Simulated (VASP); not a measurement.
# Zr (R-3) in VASP: relaxation of cell and atoms with PBE

Aim: the relaxation of cell and atoms of Zr with PBE.

Everything below comes from runs of VASP 6.6.1. Logs are shortened: lines on timing, memory, paths and dates and some standing lists are left out, and cuts for length are marked.

## (1) The cell of the first run

Symmetry: R-3, No. 148, trigonal system. The conventional cell has a = 10.910 Å, b = 10.910 Å, c = 4.281 Å, α = 90.00°, β = 90.00°, γ = 120.00°. Zr (site symmetry 1) has 2 Zr at 2.09 Å within 2.8 Å.

## (2) Relaxation of cell and atoms, PBE

Contents of INCAR:

```
ALGO = Normal
EDIFF = 1E-6
EDIFFG = -0.04
ENCUT = 600
GGA = PE
IBRION = 2
ISIF = 3
ISMEAR = 0
LASPH = True
LCHARG = False
LREAL = False
LWAVE = False
NELM = 100
NSW = 90
PREC = Accurate
SIGMA = 0.1
```

Contents of KPOINTS:

```
k-points
0
Gamma
  6 6 6
```

Contents of POSCAR:

```
Zr
1.0
    5.4548589792      3.1493643000      1.4271301116
   -5.4548589792      3.1493643000      1.4271301116
    0.0000000000     -6.2987286000      1.4271301116
Zr
6
Direct
    0.5845000000      0.3510000000      0.2465000000
    0.2465000000      0.5845000000      0.3510000000
    0.3510000000      0.2465000000      0.5845000000
    0.4155000000      0.6490000000      0.7535000000
    0.7535000000      0.4155000000      0.6490000000
    0.6490000000      0.7535000000      0.4155000000
```

Potentials or basis: VASP PAW PBE potentials, release 64 (Zr_sv).

On the command line:

```bash
> cat potpaw_PBE.64/Zr_sv/POTCAR > POTCAR
> mpirun -np 1 vasp_std > vasp.out
```

OUTCAR:

```text
EDIFF = 1E-6
   EDIFFG = -0.04
   ENCUT = 600
   GGA = PE
   IBRION = 2
   ISIF = 3
   ISMEAR = 0
   LASPH = True
   LREAL = False
   NELM = 100
   NSW = 90
   PREC = Accurate

 ion  position               nearest neighbor table
   1  0.584  0.351  0.246-   5 2.09   6 2.09   3 3.27   2 3.27   3 3.49   2 3.49   4 3.52   4 3.75
                             5 3.87   6 3.87   4 3.88
   2  0.246  0.584  0.351-   4 2.09   6 2.09   3 3.27   1 3.27   1 3.49   3 3.49   5 3.52   5 3.75
                             4 3.87   6 3.87   5 3.88
   3  0.351  0.246  0.584-   5 2.09   4 2.09   1 3.27   2 3.27   1 3.49   2 3.49   6 3.52   6 3.75
                             5 3.87   4 3.87   6 3.88
   4  0.416  0.649  0.754-   2 2.09   3 2.09   6 3.27   5 3.27   6 3.49   5 3.49   1 3.52   1 3.75
                             2 3.87   3 3.87   1 3.88
   5  0.754  0.416  0.649-   1 2.09   3 2.09   6 3.27   4 3.27   4 3.49   6 3.49   2 3.52   2 3.75
                             1 3.87   3 3.87   2 3.88
   6  0.649  0.754  0.416-   2 2.09   1 2.09   4 3.27   5 3.27   4 3.49   5 3.49   3 3.52   3 3.75
                             2 3.87   1 3.87   3 3.88

  LATTYP: Found a trigonal (rhomboedric) cell.
 ALAT       =     6.4583807826
 COS(alpha) =    -0.4267561602

  Lattice vectors:

 A1 = (   5.4548589792,   3.1493643000,   1.4271301116)
 A2 = (  -5.4548589792,   3.1493643000,   1.4271301116)
 A3 = (   0.0000000000,  -6.2987286000,   1.4271301116)

Analysis of symmetry for initial positions (statically):
=====================================================================
 Subroutine PRICEL returns:
 Original cell was already a primitive cell.

 Routine SETGRP: Setting up the symmetry group for a
 trigonal (rhombohedral) supercell.

 Subroutine GETGRP returns: Found  6 space group operations
 (whereof  6 operations were pure point group operations)
 out of a pool of 12 trial point group operations.

The static configuration has the point symmetry S_6 .

Analysis of symmetry for dynamics (positions and initial velocities):
=====================================================================
 Subroutine PRICEL returns:
 Original cell was already a primitive cell.

 Routine SETGRP: Setting up the symmetry group for a
 trigonal (rhombohedral) supercell.

 Subroutine GETGRP returns: Found  6 space group operations
 (whereof  6 operations were pure point group operations)
 out of a pool of 12 trial point group operations.

The dynamic configuration has the point symmetry S_6 .

 Subroutine INISYM returns: Found  6 space group operations
 (whereof  6 operations are pure point group operations),
 and found     1 'primitive' translations

----------------------------------------------------------------------------------------

[... 99 lines left out ...]
   NELM   =    100;   NELMIN=  2; NELMDL= -5     # of ELM steps
   EDIFF  = 0.1E-05   stopping-criterion for ELM
   LREAL  =      F    real-space projection
   EDIFFG = -.4E-01   stopping-criterion for IOM
   NSW    =     90    number of steps for IOM
   IBRION =      2    ionic relax: 0-MD 1-quasi-New 2-CG
   NFREE  =      1    steps in history (QN), initial steepest desc. (CG)
   ISIF   =      3    stress and relaxation
   ISYM   =      2    0-nonsym 1-usesym 2-fastsym
   POTIM  = 0.5000    time-step for ionic-motion
   TEBEG  =    0.0;   TEEND  =   0.0 temperature during run
   PSTRESS=    0.0 pullay stress
   NELECT =      72.0000    total number of electrons
   NUPDOWN=      -1.0000    fix difference up-down
   EMIN   =  10.00;   EMAX   =-10.00  energy-range for DOS
   EFERMI =   0.00;   METHOD = LEGACY
   ISMEAR =     0;   SIGMA  =   0.10  broadening in eV -4-tet -1-fermi 0-gaus
   EFERMI_NEDOS =   21; number of points for ismear=-14 and -15
   IALGO  =     38    algorithm
   IMIX   =      4    mixing-type and parameters
     AMIX     =   0.40;   BMIX     =  1.00
     AMIX_MAG =   1.60;   BMIX_MAG =  1.00
  volume/ion in A,a.u.               =      24.52       165.45
  Fermi-wavevector in a.u.,A,eV,Ry     =   1.290165  2.438058 22.647246  1.664526
  Thomas-Fermi vector in A             =   2.422013
   LORBIT       =      0    0 simple, 1 ext, 2 COOP (PROOUT), +10 PAW based schemes
   GGA     = PE    functional components
   LHFCALC =     F    Hartree Fock is set to
   AEXX    =    0.0000 exact exchange contribution
   IVDW    =     0    specifies the selected vdW correction
   LEPSILON=     F    determine dielectric tensor
   LRPA    =     F    only Hartree local field effects (RPA)
 conjugate gradient relaxation of ions
 non-spin polarized calculation
 Gauss-broadening in eV      SIGMA  =   0.10
  energy-cutoff  :      600.00
  volume of cell :      147.10
 maximum number of plane-waves:      4944
 NGX is ok and might be reduce to    54
   NGX = 25   NGY = 25   NGZ = 25

--------------------------------------- Ionic step        1  -------------------------------------------

 number of electron      72.0000000 magnetization

 Free energy of the ion-electron system (eV)
  ---------------------------------------------------
  ext. energy  EPLUGINS =         0.00000000
  ---------------------------------------------------
  free energy    TOTEN  =       -35.70101593 eV

  energy without entropy =      -35.68222850  energy(sigma->0) =      -35.69162221

------------------------ aborting loop because EDIFF is reached ----------------------------------------

  FORCE on cell =-STRESS in cart. coord.  units (eV):
  Direction    XX          YY          ZZ          XY          YZ          ZX
  --------------------------------------------------------------------------------------
  -------------------------------------------------------------------------------------
  Total       34.5383034     34.5383034      9.0238591     -0.0000002      0.0000000      0.0000000
  in kB      376.1753514    376.1753514     98.2837323     -0.0000019      0.0000000      0.0000000
  external PRESSURE =     283.5448117 kB  Pullay stress =       0.0000000 kB
[... 2328 lines left out ...]
     42       7.0757      0.00000
     43       7.2512      0.00000

 [... further k-points ...]

[... ionic steps 4 to 17 ...]

--------------------------------------- Ionic step       18  -------------------------------------------

 number of electron      72.0000001 magnetization

------------------------ aborting loop because EDIFF is reached ----------------------------------------
[... 75 lines left out ...]
--------------------------------------- Ionic step       20  -------------------------------------------

 number of electron      72.0000001 magnetization

 Free energy of the ion-electron system (eV)
  ---------------------------------------------------
  ext. energy  EPLUGINS =         0.00000000
  ---------------------------------------------------
  free energy    TOTEN  =       -49.18096374 eV

  energy without entropy =      -49.14286325  energy(sigma->0) =      -49.16191350

 E-fermi :   8.0055     XC(G=0): -10.6864

 val. band max:        7.9859409519   @ k =  -0.3333   0.3333   0.1667
 cond. band min:       8.0064062292   @ k =  -0.3333   0.5000   0.1667
 fundamental gap:      0.0204652773
 Fermi energy:         8.0055409940
[... 1137 lines left out ...]
  FREE ENERGIE OF THE ION-ELECTRON SYSTEM (eV)
  ---------------------------------------------------
  free  energy   TOTEN  =       -49.1809637448 eV

  energy  without entropy=      -49.1428632483  energy(sigma->0) =      -49.16191350

 reached required accuracy - stopping structural energy minimisation
```

OSZICAR:

```text
N       E                     dE             d eps       ncg     rms          rms(c)
DAV:   1     0.958632269902E+03    0.95863E+03   -0.42290E+04  3440   0.186E+03
DAV:   2     0.399209270744E+02   -0.91871E+03   -0.90424E+03  3954   0.544E+02
[... 226 lines left out ...]
DAV:   1    -0.491837200565E+02   -0.36585E-02   -0.79951E-01  3440   0.576E+00    0.382E-01
DAV:   2    -0.491820370864E+02    0.16830E-02   -0.23797E-02  4204   0.862E-01    0.194E-01
DAV:   3    -0.491809586102E+02    0.10785E-02   -0.47050E-03  4324   0.341E-01    0.402E-02
DAV:   4    -0.491809609002E+02   -0.22901E-05   -0.36186E-04  4351   0.785E-02    0.251E-02
DAV:   5    -0.491809635630E+02   -0.26628E-05   -0.21391E-05  4642   0.211E-02    0.110E-02
DAV:   6    -0.491809637448E+02   -0.18175E-06   -0.27811E-06  2884   0.945E-03
  20 F= -.49180964E+02 E0= -.49161913E+02  d E =-.901958E-03
```

CONTCAR:

```text
Zr
   1.00000000000000
     6.3256662498473331    3.6521248583985981    1.0727714126136718
    -6.3256660301289491    3.6521252389619994    1.0727714126136718
    -0.0000002197183822   -7.3042500973605966    1.0727714126136725
  Zr
     6
Direct
     0.4929987281899375    0.2252865069466775    0.0778757647392287
     0.0778757647391634    0.4929987281899552    0.2252865069467254
     0.2252865069467430    0.0778757647392112    0.4929987281898897
     0.5070012718100627    0.7747134930533223    0.9221242352607710
     0.9221242352608365    0.5070012718100448    0.7747134930532746
     0.7747134930532570    0.9221242352607887    0.5070012718101105

  0.00000000E+00  0.00000000E+00  0.00000000E+00
  0.00000000E+00  0.00000000E+00  0.00000000E+00
  0.00000000E+00  0.00000000E+00  0.00000000E+00
  0.00000000E+00  0.00000000E+00  0.00000000E+00
  0.00000000E+00  0.00000000E+00  0.00000000E+00
  0.00000000E+00  0.00000000E+00  0.00000000E+00
```

Run time: 90 min. Hardware: 1 thread of AMD EPYC 9R45 (Zen 5), shared host; peak memory 0.54 GiB.

What came out:

- Free energy: -49.1810 eV
- Relaxed volume: 24.78 Å³/atom
- Relaxed cell: a = 7.383 Å, b = 7.383 Å, c = 7.383 Å, α = 117.93°, β = 117.93°, γ = 117.93°
- Space group after relaxing (to 0.1 Å): R-3 (No. 148)
- Energy gained by relaxing: 2246.7 meV/atom
- Ionic steps: 20
- Pressure after relaxing: 0.0 GPa
- Largest force after relaxing: 0.016 eV/Å
- Band gap on the k mesh: zero (bands 36 and 37 overlap by 0.68 eV)

Forces on the atoms (eV/Å):
```
Zr   0.009  0.010 -0.010
Zr  -0.013  0.003 -0.010
Zr   0.004 -0.012 -0.010
Zr  -0.009 -0.010  0.010
Zr   0.013 -0.003  0.010
Zr  -0.004  0.012  0.010
```

The path:
| step | energy change (eV) | largest force (eV/Å) | pressure (GPa) | volume (Å³) |
| --- | --- | --- | --- | --- |
| 1 | 0.0000 | 10.6490 | 28.35 | 147.10 |
| 2 | -3.9912 | 0.5241 | -15.19 | 257.57 |
| 3 | -7.7108 | 1.6366 | -9.73 | 191.89 |
| 4 | -7.7183 | 1.6804 | -9.47 | 190.61 |
| 5 | -7.7179 | 1.8009 | -8.79 | 187.43 |
| 6 | -10.6826 | 1.8173 | -4.22 | 155.56 |
| 7 | -11.6917 | 1.1122 | 8.23 | 132.06 |
| 8 | -12.6725 | 0.6730 | 8.62 | 133.87 |
| 9 | -12.7318 | 0.8278 | 9.30 | 134.14 |
| 10 | -12.9979 | 0.3687 | -6.56 | 163.83 |
| 11 | -13.2578 | 0.4876 | -1.19 | 150.75 |
| 12 | -13.3613 | 0.3561 | -0.73 | 149.77 |
| 13 | -13.4129 | 0.2291 | -0.10 | 148.52 |
| 14 | -13.4142 | 0.2095 | 0.03 | 148.27 |
| 15 | -13.4434 | 0.1640 | 0.09 | 148.18 |
| 16 | -13.4779 | 0.0362 | 0.31 | 147.89 |
| 17 | -13.4780 | 0.0310 | 0.33 | 147.87 |
| 18 | -13.4764 | 0.0414 | -0.73 | 149.96 |
| 19 | -13.4790 | 0.0332 | -0.09 | 148.68 |
| 20 | -13.4799 | 0.0163 | -0.03 | 148.70 |

Final structure:
```
Zr
1.0
     6.32567    3.65212    1.07277
    -6.32567    3.65213    1.07277
     0.00000   -7.30425    1.07277
Zr
6
Direct
  0.49300 0.22529 0.07788
  0.07788 0.49300 0.22529
  0.22529 0.07788 0.49300
  0.50700 0.77471 0.92212
  0.92212 0.50700 0.77471
  0.77471 0.92212 0.50700
```

The gap in the log of VASP goes by the Fermi energy; the results here count the filled bands.